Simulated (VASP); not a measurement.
# TiSe (P6_3/mmc) in VASP: settings compared, part 2 of 2

VASP 6.6.1.

**4. Single point, PBEsol**

This run uses another cell than the first one, of 16.53 Å³/atom.

Contents of INCAR:

```
SYSTEM = TiSe
ALGO = Normal
EDIFF = 1E-6
ENCUT = 520
GGA = PS
ISIF = 2
ISMEAR = -1
LASPH = .True.
LCHARG = .True.
LELF = .True.
LREAL = .False.
LVHAR = .True.
LWAVE = .False.
NBANDS = 26
NELM = 80
PREC = Accurate
SIGMA = 0.1
```

Contents of KPOINTS:

```
k-points
0
Gamma
  9 9 4
  0 0 0
```

Contents of POSCAR:

```
TiSe
1.0
    3.3668518880      0.0000000000      0.0000000000
   -1.6834259440      2.9157792658      0.0000000000
    0.0000000000      0.0000000000      6.7340526837
Ti Se
2 2
Direct
    0.0000000000      0.0000000000      0.0000000000
    0.0000000000      0.0000000000      0.5000000000
    0.3333333333      0.6666666667      0.2500000000
    0.6666666667      0.3333333333      0.7500000000
```

Potentials or basis: VASP PAW PBE potentials, release 64 (Ti_sv, Se).

The run is started by

```sh
$ cat potpaw_PBE.64/Ti_sv/POTCAR potpaw_PBE.64/Se/POTCAR > POTCAR
$ mpirun -np 1 vasp_std > vasp.out
```

OUTCAR:

```text
SYSTEM = TiSe
   EDIFF = 1E-6
   ENCUT = 520
   GGA = PS
   ISIF = 2
   ISMEAR = -1
   LASPH = .True.
   LREAL = .False.
   NELM = 80
   PREC = Accurate

 ion  position               nearest neighbor table
   1  0.000  0.000  0.000-   3 2.57   4 2.57   4 2.57   3 2.57   4 2.57   3 2.57
   2  0.000  0.000  0.500-   3 2.57   4 2.57   4 2.57   3 2.57   4 2.57   3 2.57
   3  0.333  0.667  0.250-   1 2.57   2 2.57   1 2.57   2 2.57   1 2.57   2 2.57
   4  0.667  0.333  0.750-   1 2.57   2 2.57   1 2.57   2 2.57   1 2.57   2 2.57

  LATTYP: Found a hexagonal cell.
 ALAT       =     3.3668518880
 C/A-ratio  =     2.0001036302

  Lattice vectors:

 A1 = (   3.3668518880,   0.0000000000,   0.0000000000)
 A2 = (  -1.6834259440,   2.9157792658,   0.0000000000)
 A3 = (   0.0000000000,   0.0000000000,   6.7340526837)

Analysis of symmetry for initial positions (statically):
=====================================================================
 Subroutine PRICEL returns:
 Original cell was already a primitive cell.

 Routine SETGRP: Setting up the symmetry group for a
 hexagonal supercell.

 Subroutine GETGRP returns: Found 24 space group operations
 (whereof 12 operations were pure point group operations)
 out of a pool of 24 trial point group operations.

The static configuration has the point symmetry D_3d.
 The point group associated with its full space group is D_6h.

Analysis of symmetry for dynamics (positions and initial velocities):
=====================================================================
 Subroutine PRICEL returns:
 Original cell was already a primitive cell.

 Routine SETGRP: Setting up the symmetry group for a
 hexagonal supercell.

 Subroutine GETGRP returns: Found 24 space group operations
 (whereof 12 operations were pure point group operations)
 out of a pool of 24 trial point group operations.

The dynamic configuration has the point symmetry D_3d.
 The point group associated with its full space group is D_6h.

 Subroutine INISYM returns: Found 24 space group operations
[... 121 lines left out ...]
     AMIX_MAG =   1.60;   BMIX_MAG =  1.00
  volume/ion in A,a.u.               =      16.53       111.53
  Fermi-wavevector in a.u.,A,eV,Ry     =   1.336874  2.526326 24.316784  1.787233
  Thomas-Fermi vector in A             =   2.465467
   LORBIT       =      0    0 simple, 1 ext, 2 COOP (PROOUT), +10 PAW based schemes
   GGA     = PS    functional components
   LHFCALC =     F    Hartree Fock is set to
   AEXX    =    0.0000 exact exchange contribution
   IVDW    =     0    specifies the selected vdW correction
   LEPSILON=     F    determine dielectric tensor
   LRPA    =     F    only Hartree local field effects (RPA)
 non-spin polarized calculation
  energy-cutoff  :      520.00
  volume of cell :       66.11
 maximum number of plane-waves:      1800
 NGX is ok and might be reduce to    28
   NGX = 13   NGY = 13   NGZ = 25

 number of electron      36.0000003 magnetization

 Free energy of the ion-electron system (eV)
  ---------------------------------------------------
  ext. energy  EPLUGINS =         0.00000000
  ---------------------------------------------------
  free energy    TOTEN  =       -29.22166493 eV

  energy without entropy =      -29.13702356  energy(sigma->0) =      -29.17934425

 E-fermi :   8.8986     XC(G=0): -11.6586

 val. band max:        8.8930336323   @ k =   0.2222   0.2222   0.2500
 cond. band min:       8.9168449888   @ k =   0.1111   0.1111   0.5000
 fundamental gap:      0.0238113566
 Fermi energy:         8.8985789082

 k-point     1 :       0.0000    0.0000    0.0000
  band No.  band energies     occupation
      1     -48.1557      2.00000
      2     -48.1472      2.00000
      3     -24.6903      2.00000
      4     -24.5591      2.00000
      5     -24.4782      2.00000
      6     -24.4782      2.00000
[... 685 lines left out ...]
     25      12.4138      0.00000
     26      12.4138      0.00000

 [... further k-points ...]

------------------------ aborting loop because EDIFF is reached ----------------------------------------

  FORCE on cell =-STRESS in cart. coord.  units (eV):
  Direction    XX          YY          ZZ          XY          YZ          ZX
  --------------------------------------------------------------------------------------
  -------------------------------------------------------------------------------------
  Total        0.0917320      0.0917320      0.1237963      0.0000000      0.0000000     -0.0000000
  in kB        2.2231874      2.2231874      3.0002882      0.0000000      0.0000000     -0.0000000
  external PRESSURE =       2.4822210 kB  Pullay stress =       0.0000000 kB

 VOLUME and BASIS-vectors are now :
 -----------------------------------------------------------------------------
  energy-cutoff  :      520.00
  volume of cell :       66.11
      direct lattice vectors                 reciprocal lattice vectors
     3.366851888  0.000000000  0.000000000     0.297013362  0.171480745  0.000000000
    -1.683425944  2.915779266  0.000000000     0.000000000  0.342961489  0.000000000
     0.000000000  0.000000000  6.734052684     0.000000000  0.000000000  0.148498987

 POSITION                                       TOTAL-FORCE (eV/Angst)
 -----------------------------------------------------------------------------------
      0.00000      0.00000      0.00000         0.000000      0.000000     -0.000000
      0.00000      0.00000      3.36703        -0.000000      0.000000     -0.000000
     -0.00000      1.94385      1.68351         0.000000      0.000000      0.000000
      1.68343      0.97193      5.05054        -0.000000     -0.000000      0.000000
 -----------------------------------------------------------------------------------
    total drift:                               -0.000000      0.000000      0.000000

  FREE ENERGIE OF THE ION-ELECTRON SYSTEM (eV)
  ---------------------------------------------------
  free  energy   TOTEN  =       -29.2216649349 eV

  energy  without entropy=      -29.1370235634  energy(sigma->0) =      -29.17934425
```

OSZICAR:

```text
N       E                     dE             d eps       ncg     rms          rms(c)
DAV:   1     0.399270398732E+03    0.39927E+03   -0.17549E+04  1872   0.154E+03
DAV:   2     0.133735830475E+02   -0.38590E+03   -0.37540E+03  1900   0.443E+02
DAV:   3    -0.291768870569E+02   -0.42550E+02   -0.41720E+02  2968   0.134E+02
DAV:   4    -0.321160715143E+02   -0.29392E+01   -0.29217E+01  2614   0.298E+01
DAV:   5    -0.322514189601E+02   -0.13535E+00   -0.13528E+00  2662   0.522E+00    0.158E+01
DAV:   6    -0.293217323902E+02    0.29297E+01   -0.17188E+01  2470   0.354E+01    0.441E+00
DAV:   7    -0.292430404489E+02    0.78692E-01   -0.12938E+00  2254   0.103E+01    0.331E+00
DAV:   8    -0.292241423053E+02    0.18898E-01   -0.17890E-01  2268   0.299E+00    0.756E-01
DAV:   9    -0.292212496462E+02    0.28927E-02   -0.27570E-02  2322   0.153E+00    0.292E-01
DAV:  10    -0.292217551131E+02   -0.50547E-03   -0.22175E-03  2578   0.357E-01    0.121E-01
DAV:  11    -0.292216668981E+02    0.88215E-04   -0.61090E-04  2464   0.198E-01    0.362E-02
DAV:  12    -0.292216659164E+02    0.98173E-06   -0.30564E-05  2272   0.400E-02    0.174E-02
DAV:  13    -0.292216649349E+02    0.98145E-06   -0.21814E-06  2112   0.109E-02
   1 F= -.29221665E+02 E0= -.29179344E+02  d E =-.846414E-01
```

stdout:

```text
POSCAR found type information on POSCAR TiSe
 POSCAR found :  2 types and       4 ions
 scaLAPACK will be used
 -----------------------------------------------------------------------------
|                                                                             |
|                                                                             |
|     You enforced a specific xc type in the INCAR file but a different       |
|     I HOPE YOU KNOW WHAT YOU ARE DOING!                                     |
|                                                                             |
 -----------------------------------------------------------------------------

 LDA part: xc-table for (Slater+PW92), standard interpolation
 POSCAR, INCAR and KPOINTS ok, starting setup
 FFT: planning ... GRIDC
 FFT: planning ... GRID_SOFT
 FFT: planning ... GRID
 WAVECAR not read
 entering main loop
```

Wall time 2.2 min (1 thread of Intel Xeon 8259CL, shared host); peak memory 0.22 GiB.

What came out:

- Free energy: -29.2217 eV
- Pressure: 0.2 GPa
- Band gap on the k mesh: zero (bands 18 and 19 overlap by 0.34 eV)

Stress tensor (GPa, compression positive):
```
0.22 0.00 0.00
0.00 0.22 0.00
0.00 0.00 0.30
```

Levels at points of the mesh, in eV from the Fermi level:
```csv
k point,band 15,band 16,band 17,band 18,band 19,band 20,band 21,band 22
"(0.00, 0.00, 0.00)",-2.09,-0.80,-0.80,-0.20,-0.20,0.03,0.03,1.13
"(0.00, 0.00, 0.50)",-2.51,-2.51,-0.05,-0.05,0.40,0.40,0.40,0.40
```

Caveat: the PAW data sets were made with another functional, which shifts forces and pressure a little.

**5. Relaxation of cell and atoms, LDA**

This run uses another cell than the first one, of 17.06 Å³/atom.

Contents of INCAR:

```
PREC = Accurate
ENCUT = 600
EDIFF = 1E-6
ISMEAR = -1
SIGMA = 0.1
LREAL = F
LASPH = T
NELM = 100
ALGO = Normal
ISIF = 3
LWAVE = F
LCHARG = F
IBRION = 2
NSW = 80
EDIFFG = -0.01
```

Contents of KPOINTS:

```
regular mesh
0
Gamma
  9 9 4
```

Contents of POSCAR:

```
TiSe
1.0
    3.5590000000      0.0000000000      0.0000000000
   -1.7795000000      3.0821800000      0.0000000000
    0.0000000000      0.0000000000      6.2200000000
Ti Se
2 2
Direct
    0.0000000000      0.0000000000      0.0000000000
    0.0000000000      0.0000000000      0.5000000000
    0.3333333333      0.6666666667      0.2500000000
    0.6666666667      0.3333333333      0.7500000000
```

Potentials or basis: VASP PAW LDA potentials, release 64 (Ti_sv, Se).

The run is started by

```sh
$ cat potpaw_LDA.64/Ti_sv/POTCAR potpaw_LDA.64/Se/POTCAR > POTCAR
$ mpirun -np 1 vasp_std > vasp.out
```

OUTCAR:

```text
PREC = Accurate
   ENCUT = 600
   EDIFF = 1E-6
   ISMEAR = -1
   LREAL = F
   LASPH = T
   NELM = 100
   ISIF = 3
   IBRION = 2
   NSW = 80
   EDIFFG = -0.01

 ion  position               nearest neighbor table
   1  0.000  0.000  0.000-   3 2.58   4 2.58   4 2.58   3 2.58   4 2.58   3 2.58
   2  0.000  0.000  0.500-   3 2.58   4 2.58   4 2.58   3 2.58   4 2.58   3 2.58
   3  0.333  0.667  0.250-   1 2.58   2 2.58   1 2.58   2 2.58   1 2.58   2 2.58
   4  0.667  0.333  0.750-   1 2.58   2 2.58   1 2.58   2 2.58   1 2.58   2 2.58

  LATTYP: Found a hexagonal cell.
 ALAT       =     3.5590000000
 C/A-ratio  =     1.7476819331

  Lattice vectors:

 A1 = (   3.5590000000,   0.0000000000,   0.0000000000)
 A2 = (  -1.7795000000,   3.0821800000,   0.0000000000)
[... 379 lines left out ...]
  ---------------------------------------------------
  free energy    TOTEN  =       -30.46847330 eV

  energy without entropy =      -30.38456176  energy(sigma->0) =      -30.42651753

 E-fermi :   9.2222     XC(G=0): -11.8636

 val. band max:        9.2197080823   @ k =   0.1111   0.1111   0.0000
 cond. band min:       9.2428619084   @ k =   0.1111   0.1111   0.5000
 fundamental gap:      0.0231538261
 Fermi energy:         9.2222334118

 k-point     1 :       0.0000    0.0000    0.0000
  band No.  band energies     occupation
      1     -47.3101      2.00000
      2     -47.2999      2.00000
      3     -24.1501      2.00000
      4     -24.0004      2.00000
      5     -23.9160      2.00000
      6     -23.9159      2.00000
[... 589 lines left out ...]
     21      10.3881      0.00002
     22      10.9209      0.00000

 [... further k-points ...]

------------------------ aborting loop because EDIFF is reached ----------------------------------------

  FORCE on cell =-STRESS in cart. coord.  units (eV):
  Direction    XX          YY          ZZ          XY          YZ          ZX
  --------------------------------------------------------------------------------------
  -------------------------------------------------------------------------------------
  Total       -0.0297656     -0.0297655     -0.0301434      0.0000000      0.0000000      0.0000000
  in kB       -0.7378483     -0.7378464     -0.7472131      0.0000000      0.0000000      0.0000000
  external PRESSURE =      -0.7409693 kB  Pullay stress =       0.0000000 kB
[... 19 lines left out ...]
  FREE ENERGIE OF THE ION-ELECTRON SYSTEM (eV)
  ---------------------------------------------------
  free  energy   TOTEN  =       -30.4684733006 eV

  energy  without entropy=      -30.3845617557  energy(sigma->0) =      -30.42651753

 reached required accuracy - stopping structural energy minimisation
```

It took 9.5 min on 1 thread of Intel Xeon 8259CL, shared host; peak memory 0.21 GiB.

Results:

```yaml
Free_energy: -30.4685 eV
Relaxed_volume: 16.16 Å³/atom
Relaxed_cell: a = 3.344 Å, b = 3.344 Å, c = 6.674 Å, α = 90.00°, β = 90.00°, γ = 120.00°
Space_group_after_relaxing_to_0.1_Å: P6_3/mmc (No. 194)
Energy_gained_by_relaxing: 62.0 meV/atom
Ionic_steps: 12
Pressure_after_relaxing: -0.1 GPa
Band_gap_on_the_k_mesh: zero (bands 18 and 19 overlap by 0.36 eV)
```

Step by step:
```tsv
step	energy change (eV)	largest force (eV/Å)	pressure (GPa)	volume (Å³)
1	0.0000	0.0000	-3.42	68.23
2	-0.1270	0.0000	2.25	64.65
3	-0.1386	0.0000	5.12	63.22
4	-0.2052	0.0000	4.09	63.22
5	-0.2228	0.0000	2.70	63.08
6	-0.2342	0.0000	3.15	63.15
7	-0.2475	0.0000	0.56	64.34
8	-0.2479	0.0000	0.12	64.57
9	-0.2479	0.0000	0.09	64.60
10	-0.2479	0.0000	0.04	64.63
11	-0.2480	0.0000	-0.01	64.63
12	-0.2480	0.0000	-0.07	64.63
```

Final structure:
```
Ti Se
1.0
     3.34404    0.00000    0.00000
    -1.67202    2.89602    0.00000
     0.00000    0.00000    6.67398
Ti Se
2 2
Direct
  0.00000 0.00000 0.00000
  0.00000 0.00000 0.50000
  0.33333 0.66667 0.25000
  0.66667 0.33333 0.75000
```

Levels at points of the mesh, in eV from the Fermi level:
```
           k point  band 15  band 16  band 17  band 18  band 19  band 20  band 21  band 22
(0.00, 0.00, 0.00)    -2.12    -0.75    -0.75    -0.23    -0.23     0.02     0.02     1.16
(0.00, 0.00, 0.50)    -2.54    -2.54    -0.04    -0.04     0.40     0.40     0.40     0.40
```

LDA usually gives volumes a few per cent too small. Zero-point motion and thermal expansion aren't in these numbers.

**6. Overview**

| task | level | potentials or basis | cell | cutoff (eV) | gap on the mesh (eV) | pressure (GPa) |
| --- | --- | --- | --- | --- | --- | --- |
| single point | PBEsol+D3(BJ) | VASP PAW PBE potentials, release 64 (Ti_sv, Se) | a = 3.305, b = 3.305, c = 6.690 Å, angles 90.0, 90.0, 120.0°, 4 atoms | 520 | none | 0.3 |
| single point | LDA | VASP PAW LDA potentials, release 64 (Ti_sv, Se) | a = 3.339, b = 3.339, c = 6.667 Å, angles 90.0, 90.0, 120.0°, 4 atoms | 520 | none | 0.5 |
| single point | PBEsol | VASP PAW PBE potentials, release 64 (Ti_sv, Se) | a = 3.367, b = 3.367, c = 6.734 Å, angles 90.0, 90.0, 120.0°, 4 atoms | 520 | none | 0.2 |
| relaxation of cell and atoms | LDA | VASP PAW LDA potentials, release 64 (Ti_sv, Se) | relaxed from a = 3.559, b = 3.559, c = 6.220 Å, angles 90.0, 90.0, 120.0°, 4 atoms | 600 | none | -0.1 |

Alike in all rows: no spin polarisation; k mesh 9 × 9 × 4; smearing fermi-dirac 0.1 eV.

Caveats: the PAW data sets were made with another functional, which shifts forces and pressure a little (at least some runs).

Total energies depend on the potentials used, so only differences within one code and one set of settings carry meaning.
